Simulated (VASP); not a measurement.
# VO2 (P4_2/mnm) in VASP: settings compared

VO2 is run at these levels: BLYP, RPBE, PBE exchange alone; tasks: single point.

Everything below comes from runs of VASP 6.6.1. Logs are shortened: lines on timing, memory, paths and dates and some standing lists are left out, and cuts for length are marked.

### Step 1. The cell of the first run

The structure is tetragonal, space group P4_2/mnm (No. 136). The conventional cell has a = 4.623 Å, b = 4.623 Å, c = 2.870 Å, α = 90.00°, β = 90.00°, γ = 90.00°. V (site symmetry mmm) has 6 O at 1.94 to 1.97 Å within 2.6 Å. Within 2.9 Å of O (site symmetry m2m) lie 3 V at 1.94 to 1.97 Å and 11 O at 2.60 to 2.87 Å.

### Step 2. Single point, BLYP, collinear spin, ferromagnetic start

INCAR

```
AGGAC    = 1.0          
AGGAX    = 1.0          
ALDAC    = 0.0          
ALDAX    = 1.0          
ALGO     = Normal         # electronic algorithm
EDIFF    = 1E-6           # SCF threshold, eV
ENCUT    = 600            # plane-wave cutoff, eV
GGA      = B5             # functional
GGA_COMPAT= False        
ISIF     = 2              # what is computed and relaxed
ISMEAR   = -1             # smearing method
ISPIN    = 2              # spin polarisation
LASPH    = True           # aspherical terms in the spheres
LCHARG   = False          # write CHGCAR
LMAXMIX  = 4              # l up to which the mixer works
LORBIT   = 11             # projections on sites
LREAL    = False          # projectors in reciprocal space
LWAVE    = False          # write WAVECAR
MAGMOM   = 2 2 0 0 0 0    # initial moments
NBANDS   = 38             # bands
NELM     = 200            # most SCF steps
PREC     = Accurate       # precision mode
SIGMA    = 0.05           # smearing width, eV
```

KPOINTS

```
k-points
0
Gamma
  6 6 9
```

POSCAR

```
VO2
1.0
    4.6234537310      0.0000000000      0.0000000000
    0.0000000000      4.6234537310      0.0000000000
    0.0000000000      0.0000000000      2.8702880606
V O
2 4
Direct
    0.5000000000      0.5000000000      0.5000000000
    0.0000000000      0.0000000000      0.0000000000
    0.1989604783      0.8010395217      0.5000000000
    0.8010395217      0.1989604783      0.5000000000
    0.6989604783      0.6989604783      0.0000000000
    0.3010395217      0.3010395217      0.0000000000
```

Potentials or basis: VASP PAW PBE potentials, release 64 (V_sv, O).

Command:

```console
$ cat potpaw_PBE.64/V_sv/POTCAR potpaw_PBE.64/O/POTCAR > POTCAR
$ mpirun -np 1 vasp_std > vasp.out
```

OUTCAR:

```text
EDIFF = 1E-6
   ENCUT = 600
   GGA = B5
   ISIF = 2
   ISMEAR = -1
   ISPIN = 2
   LASPH = True
   LORBIT = 11
   LREAL = False
   NELM = 200
   PREC = Accurate

 ion  position               nearest neighbor table
   1  0.500  0.500  0.500-   5 1.94   6 1.94   5 1.94   6 1.94   3 1.97   4 1.97
   2  0.000  0.000  0.000-   3 1.94   4 1.94   3 1.94   4 1.94   5 1.97   6 1.97
   3  0.199  0.801  0.500-   2 1.94   2 1.94   1 1.97
   4  0.801  0.199  0.500-   2 1.94   2 1.94   1 1.97
   5  0.699  0.699  0.000-   1 1.94   1 1.94   2 1.97
   6  0.301  0.301  0.000-   1 1.94   1 1.94   2 1.97

  LATTYP: Found a simple tetragonal cell.
 ALAT       =     4.6234537310
 C/A-ratio  =     0.6208103785

  Lattice vectors:

 A1 = (   4.6234537310,   0.0000000000,   0.0000000000)
 A2 = (   0.0000000000,   4.6234537310,   0.0000000000)
 A3 = (   0.0000000000,   0.0000000000,   2.8702880606)

Analysis of symmetry for initial positions (statically):
=====================================================================
 Subroutine PRICEL returns:
 Original cell was already a primitive cell.

 Routine SETGRP: Setting up the symmetry group for a
 simple tetragonal supercell.

 Subroutine GETGRP returns: Found 16 space group operations
 (whereof  8 operations were pure point group operations)
 out of a pool of 16 trial point group operations.

The static configuration has the point symmetry D_2h.
 The point group associated with its full space group is D_4h.

Analysis of symmetry for dynamics (positions and initial velocities):
=====================================================================
 Subroutine PRICEL returns:
 Original cell was already a primitive cell.

 Routine SETGRP: Setting up the symmetry group for a
 simple tetragonal supercell.

 Subroutine GETGRP returns: Found 16 space group operations
 (whereof  8 operations were pure point group operations)
 out of a pool of 16 trial point group operations.

The dynamic configuration has the point symmetry D_2h.
 The point group associated with its full space group is D_4h.

Analysis of structural, dynamic, and magnetic symmetry:
=====================================================================
 Subroutine PRICEL returns:
 Original cell was already a primitive cell.

 Routine SETGRP: Setting up the symmetry group for a
 simple tetragonal supercell.

 Subroutine GETGRP returns: Found 16 space group operations
 (whereof  8 operations were pure point group operations)
 out of a pool of 16 trial point group operations.

The overall configuration has the point symmetry D_2h.
 The point group associated with its full space group is D_4h.

 Subroutine INISYM returns: Found 16 space group operations
 (whereof  8 operations are pure point group operations),
 and found     1 'primitive' translations

----------------------------------------------------------------------------------------

                                     Primitive cell

  volume of cell :      61.3562

  direct lattice vectors                    reciprocal lattice vectors
     4.623453731  0.000000000  0.000000000     0.216288528  0.000000000  0.000000000
     0.000000000  4.623453731  0.000000000     0.000000000  0.216288528  0.000000000
     0.000000000  0.000000000  2.870288061     0.000000000  0.000000000  0.348397087

  length of vectors
     4.623453731  4.623453731  2.870288061     0.216288528  0.216288528  0.348397087

  position of ions in fractional coordinates (direct lattice)
     0.500000000  0.500000000  0.500000000
     0.000000000  0.000000000  0.000000000
     0.198960478  0.801039522  0.500000000
     0.801039522  0.198960478  0.500000000
     0.698960478  0.698960478  0.000000000
     0.301039522  0.301039522  0.000000000

  ion indices of the primitive-cell ions
   primitive index   ion index
                 1           1
                 2           2
                 3           3
[... 31 lines left out ...]
            Coordinates               Weight
  0.000000  0.000000  0.000000      1.000000
  0.166667  0.000000  0.000000      4.000000
[... 38 lines left out ...]
  energy-cutoff  :      600.00
  volume of cell :       61.36
 maximum number of plane-waves:      2079
 NGX is ok and might be reduce to    40
   NGX = 19   NGY = 19   NGZ = 11

 number of electron      50.0000014 magnetization       1.9982562

 Free energy of the ion-electron system (eV)
  ---------------------------------------------------
  ext. energy  EPLUGINS =         0.00000000
  ---------------------------------------------------
  free energy    TOTEN  =       -49.62290244 eV

  energy without entropy =      -49.59750445  energy(sigma->0) =      -49.61020345

 E-fermi :   6.0844     XC(G=0): -11.0891

 val. band max:        6.0746759125   @ k =   0.5000   0.3333   0.3333
 cond. band min:       6.0848720992   @ k =   0.0000   0.0000   0.2222
 fundamental gap:      0.0101961867
 Fermi energy:         6.0843835070

 spin component 1

 k-point     1 :       0.0000    0.0000    0.0000
  band No.  band energies     occupation
      1     -59.7622      1.00000
      2     -59.7548      1.00000
      3     -33.7224      1.00000
      4     -33.7224      1.00000
      5     -33.6704      1.00000
      6     -33.6548      1.00000
[... 949 lines left out ...]
     36      16.2767      0.00000
     37      19.6494      0.00000

 [... further k-points ...]

 spin component 2

 k-point     1 :       0.0000    0.0000    0.0000
  band No.  band energies     occupation
      1     -58.6552      1.00000
      2     -58.6472      1.00000
      3     -32.6464      1.00000
      4     -32.6464      1.00000
      5     -32.6147      1.00000
      6     -32.5976      1.00000
[... 949 lines left out ...]
     36      16.3358      0.00000
     37      19.8499      0.00000

 [... further k-points ...]

 [bands above 37 left out]

------------------------ aborting loop because EDIFF is reached ----------------------------------------

  FORCE on cell =-STRESS in cart. coord.  units (eV):
  Direction    XX          YY          ZZ          XY          YZ          ZX
  --------------------------------------------------------------------------------------
  -------------------------------------------------------------------------------------
  Total        0.2823688      0.2823688      0.4535267     -0.0000000      0.0000000      0.0000000
  in kB        7.3734177      7.3734177     11.8428135     -0.0000000      0.0000000      0.0000000
  external PRESSURE =       8.8632163 kB  Pullay stress =       0.0000000 kB

 VOLUME and BASIS-vectors are now :
 -----------------------------------------------------------------------------
  energy-cutoff  :      600.00
  volume of cell :       61.36
      direct lattice vectors                 reciprocal lattice vectors
     4.623453731  0.000000000  0.000000000     0.216288528  0.000000000  0.000000000
     0.000000000  4.623453731  0.000000000     0.000000000  0.216288528  0.000000000
     0.000000000  0.000000000  2.870288061     0.000000000  0.000000000  0.348397087

 POSITION                                       TOTAL-FORCE (eV/Angst)
 -----------------------------------------------------------------------------------
      2.31173      2.31173      1.43514         0.000000     -0.000000      0.000000
      0.00000      0.00000      0.00000         0.000000     -0.000000      0.000000
      0.91988      3.70357      1.43514         0.026774     -0.026774      0.000000
      3.70357      0.91988      1.43514        -0.026774      0.026774     -0.000000
      3.23161      3.23161      0.00000         0.026774      0.026774     -0.000000
      1.39184      1.39184      0.00000        -0.026774     -0.026774      0.000000
 -----------------------------------------------------------------------------------
    total drift:                                0.000000     -0.000000     -0.000000

  FREE ENERGIE OF THE ION-ELECTRON SYSTEM (eV)
  ---------------------------------------------------
  free  energy   TOTEN  =       -49.6229024449 eV

  energy  without entropy=      -49.5975044469  energy(sigma->0) =      -49.61020345

 total charge

# of ion       s       p       d       tot
------------------------------------------
    1        2.267   6.309   2.873  11.448
    2        2.267   6.309   2.873  11.448
    3        1.561   3.474   0.000   5.035
    4        1.561   3.474   0.000   5.035
    5        1.561   3.474   0.000   5.035
    6        1.561   3.474   0.000   5.035
--------------------------------------------------
tot         10.779  26.513   5.746  43.037

 magnetization (x)

# of ion       s       p       d       tot
------------------------------------------
    1        0.011   0.009   1.026   1.046
    2        0.011   0.009   1.026   1.046
    3       -0.001  -0.048   0.000  -0.050
    4       -0.001  -0.048   0.000  -0.050
    5       -0.001  -0.048   0.000  -0.050
    6       -0.001  -0.048   0.000  -0.050
--------------------------------------------------
tot          0.016  -0.174   2.051   1.893
```

Wall time 11 min (1 thread of Oxide Virtual Turin-like, shared host); peak memory 0.31 GiB.

Results:

* Free energy: -49.6229 eV
* Pressure: 0.9 GPa
* Largest force: 0.038 eV/Å
* Band gap on the k mesh: zero (filled and empty bands overlap)
* Net moment: 2.00 μB per cell
* Site moments: V +1.05; O -0.05 μB
* Valence electrons inside the program's atomic spheres: V 11.45; O 5.04

Forces in eV/Å, atoms in the order of the input:
```
V    0.000  0.000  0.000
V    0.000  0.000  0.000
O    0.027 -0.027  0.000
O   -0.027  0.027  0.000
O    0.027  0.027  0.000
O   -0.027 -0.027  0.000
```

Stress tensor (GPa, compression positive):
```
0.74 0.00 0.00
0.00 0.74 0.00
0.00 0.00 1.18
```

Levels at points of the mesh, in eV from the Fermi level:
Spin up:
| k point | band 24 | band 25 | band 26 | band 27 | band 28 | band 29 |
| --- | --- | --- | --- | --- | --- | --- |
| (0.00, 0.00, 0.00) | -1.45 | -0.93 | -0.67 | -0.35 | -0.35 | -0.18 |
| (0.50, 0.00, 0.00) | -2.06 | -0.27 | -0.27 | 0.21 | 0.21 | 0.94 |
| (0.50, 0.50, 0.00) | -2.59 | -0.89 | -0.89 | -0.33 | -0.33 | 1.30 |
Spin down:
```
           k point  band 21  band 22  band 23  band 24  band 25  band 26  band 27  band 28
(0.00, 0.00, 0.00)    -2.05    -1.91    -1.91    -1.45     0.20     0.28     0.80     0.90
(0.50, 0.00, 0.00)    -2.95    -2.95    -2.14    -2.14     0.77     0.77     1.39     1.39
(0.50, 0.50, 0.00)    -2.66    -2.66    -2.66    -2.66     0.17     0.17     0.91     0.91
```

Caveat: the PAW data sets were made with another functional, which shifts forces and pressure a little; semilocal functionals often make such compounds metallic where correlation or magnetic order opens a gap, which also shifts bond lengths.

### Step 3. Single point, RPBE, collinear spin, ferromagnetic start

This run uses another cell than the first one, of 10.51 Å³/atom.

INCAR

```
PREC     = Accurate       # precision mode
ENCUT    = 600            # plane-wave cutoff, eV
EDIFF    = 1E-6           # SCF threshold, eV
ISMEAR   = -1             # smearing method
SIGMA    = 0.05           # smearing width, eV
LREAL    = F              # projectors in reciprocal space
LASPH    = T              # aspherical terms in the spheres
NELM     = 200            # most SCF steps
ALGO     = Normal         # electronic algorithm
ISIF     = 2              # what is computed and relaxed
LWAVE    = F              # write WAVECAR
LCHARG   = F              # write CHGCAR
ISPIN    = 2              # spin polarisation
MAGMOM   = 2 2 0 0 0 0    # initial moments
LORBIT   = 11             # projections on sites
LMAXMIX  = 4              # l up to which the mixer works
GGA      = RP             # functional
NBANDS   = 38             # bands
GGA_COMPAT= F
```

KPOINTS

```
regular mesh
0
Gamma
  6 6 9
```

POSCAR

```
VO2
1.0
    4.5370519355      0.0000000000      0.0000000000
    0.0000000000      4.5370519355      0.0000000000
    0.0000000000      0.0000000000      3.0646125081
V O
2 4
Direct
    0.5000000000      0.5000000000      0.5000000000
    0.0000000000      0.0000000000      0.0000000000
    0.2003580000      0.7996420000      0.5000000000
    0.7996420000      0.2003580000      0.5000000000
    0.7003580000      0.7003580000      0.0000000000
    0.2996420000      0.2996420000      0.0000000000
```

Potentials or basis: VASP PAW PBE potentials, release 64 (V_sv, O).

Command:

```console
$ cat potpaw_PBE.64/V_sv/POTCAR potpaw_PBE.64/O/POTCAR > POTCAR
$ mpirun -np 1 vasp_std > vasp.out
```

Run time: 4.2 min. Hardware: 1 thread of Oxide Virtual Turin-like, shared host; peak memory 0.3 GiB.

The run converged. Its results:

```
Free energy                                           : -49.1200 eV
Pressure                                              : -7.1 GPa
Largest force                                         : 0.224 eV/Å
Band gap on the k mesh                                : zero (filled and empty bands overlap)
Net moment                                            : 2.00 μB per cell
Site moments                                          : V +1.11; O -0.08 μB
Valence electrons inside the program's atomic spheres : V 11.35; O 5.03
```

Forces in eV/Å, atoms in the order of the input:
```
V    0.000  0.000  0.000
V    0.000  0.000  0.000
O   -0.158  0.158  0.000
O    0.158 -0.158  0.000
O   -0.158 -0.158  0.000
O    0.158  0.158  0.000
```

Stress tensor (GPa, compression positive):
```
 -1.77   0.00   0.00
  0.00  -1.77   0.00
  0.00   0.00 -17.75
```

Levels at points of the mesh, in eV from the Fermi level:
Spin up:
| k point | band 23 | band 24 | band 25 | band 26 | band 27 | band 28 | band 29 | band 30 |
| --- | --- | --- | --- | --- | --- | --- | --- | --- |
| (0.00, 0.00, 0.00) | -1.44 | -0.94 | -0.77 | -0.47 | -0.31 | -0.29 | -0.29 | 1.78 |
| (0.50, 0.00, 0.00) | -1.68 | -1.68 | -0.15 | -0.15 | 0.40 | 0.40 | 0.93 | 0.93 |
| (0.50, 0.50, 0.00) | -2.25 | -2.25 | -0.71 | -0.71 | -0.26 | -0.26 | 1.32 | 1.32 |
Spin down:
```
           k point  band 21  band 22  band 23  band 24  band 25  band 26  band 27  band 28
(0.00, 0.00, 0.00)    -1.99    -1.60    -1.60    -1.16     0.81     0.89     0.92     0.96
(0.50, 0.00, 0.00)    -3.09    -3.09    -1.86    -1.86     1.33     1.33     1.57     1.57
(0.50, 0.50, 0.00)    -2.74    -2.74    -2.35    -2.35     0.78     0.78     0.99     0.99
```

Caveat: the stress differs along the axes, from -18 to -2 GPa; the PAW data sets were made with another functional, which shifts forces and pressure a little; semilocal functionals often make such compounds metallic where correlation or magnetic order opens a gap, which also shifts bond lengths. With open d or f shells a metallic result of RPBE can be an artefact of self-interaction; +U or a hybrid may open a gap.

### Step 4. Single point, PBE exchange alone, collinear spin, ferromagnetic start

This run uses another cell than the first one, of 10.51 Å³/atom.

INCAR

```
AGGAC = 0.0
ALDAC = 0.0
ALGO = Normal
EDIFF = 1E-6
ENCUT = 600
GGA = PE
GGA_COMPAT = F
ISIF = 2
ISMEAR = -1
ISPIN = 2
LASPH = T
LCHARG = F
LMAXMIX = 4
LORBIT = 11
LREAL = F
LWAVE = F
MAGMOM = 2 2 0 0 0 0
NBANDS = 38
NELM = 200
PREC = Accurate
SIGMA = 0.05
```

KPOINTS

```
k-points
0
Gamma
  6 6 9
```

POSCAR is that of step 3.

Command:

```console
$ cat potpaw_PBE.64/V_sv/POTCAR potpaw_PBE.64/O/POTCAR > POTCAR
$ mpirun -np 1 vasp_std > vasp.out
```

It took 3.1 min on 1 thread of Oxide Virtual Turin-like, shared host; peak memory 0.3 GiB.

It converged, with:

```
Free energy                                           : -44.9441 eV
Pressure                                              : 7.7 GPa
Largest force                                         : 0.154 eV/Å
Band gap on the k mesh                                : zero (filled and empty bands overlap)
Net moment                                            : 2.00 μB per cell
Site moments                                          : V +1.16; O -0.10 μB
Valence electrons inside the program's atomic spheres : V 11.34; O 5.02
```

Forces in eV/Å, atoms in the order of the input:
```
V    0.000  0.000  0.000
V    0.000  0.000  0.000
O   -0.109  0.109  0.000
O    0.109 -0.109  0.000
O   -0.109 -0.109  0.000
O    0.109  0.109  0.000
```

Stress tensor (GPa, compression positive):
```
12.19  0.00  0.00
 0.00 12.19  0.00
 0.00  0.00 -1.15
```

Levels at points of the mesh, in eV from the Fermi level:
Spin up:
```csv
k point,band 23,band 24,band 25,band 26,band 27,band 28,band 29,band 30
"(0.00, 0.00, 0.00)",-1.34,-0.84,-0.78,-0.48,-0.30,-0.26,-0.26,1.81
"(0.50, 0.00, 0.00)",-1.58,-1.58,-0.16,-0.16,0.44,0.44,0.96,0.96
"(0.50, 0.50, 0.00)",-2.16,-2.16,-0.72,-0.72,-0.23,-0.23,1.36,1.36
```
Spin down:
```
           k point  band 22  band 23  band 24  band 25  band 26  band 27
(0.00, 0.00, 0.00)    -1.57    -1.57    -1.14     0.98     1.04     1.10
(0.50, 0.00, 0.00)    -3.02    -1.82    -1.82     1.50     1.50     1.69
(0.50, 0.50, 0.00)    -2.68    -2.30    -2.30     0.96     0.96     1.12
```

Caveat: the stress differs along the axes, from -1 to 12 GPa; semilocal functionals often make such compounds metallic where correlation or magnetic order opens a gap, which also shifts bond lengths.

### Step 5. The runs side by side

```csv
level,cell,gap on the mesh (eV),pressure (GPa),moment (μB),largest force (eV/Å)
BLYP,"a = 4.623, b = 4.623, c = 2.870 Å, 6 atoms, atomic positions A",none,0.9,2.00,0.04
RPBE,"a = 4.537, b = 4.537, c = 3.065 Å, 6 atoms, atomic positions B",none,-7.1,2.00,0.22
PBE exchange alone,"a = 4.537, b = 4.537, c = 3.065 Å, 6 atoms, atomic positions B",none,7.7,2.00,0.15
```

Alike in all rows: task single point; potentials or basis VASP PAW PBE potentials, release 64 (V_sv, O); spin collinear, ferromagnetic start; k mesh 6 × 6 × 9; cutoff (eV) 600; smearing fermi-dirac 0.05 eV.

Caveats: semilocal functionals often make such compounds metallic where correlation or magnetic order opens a gap, which also shifts bond lengths; the PAW data sets were made with another functional, which shifts forces and pressure a little (at least some runs); the stress differs along the axes, from -18 to -2 GPa (at least some runs); the stress differs along the axes, from -1 to 12 GPa (at least some runs).

Absolute energies hang on the potentials; compare differences alone.
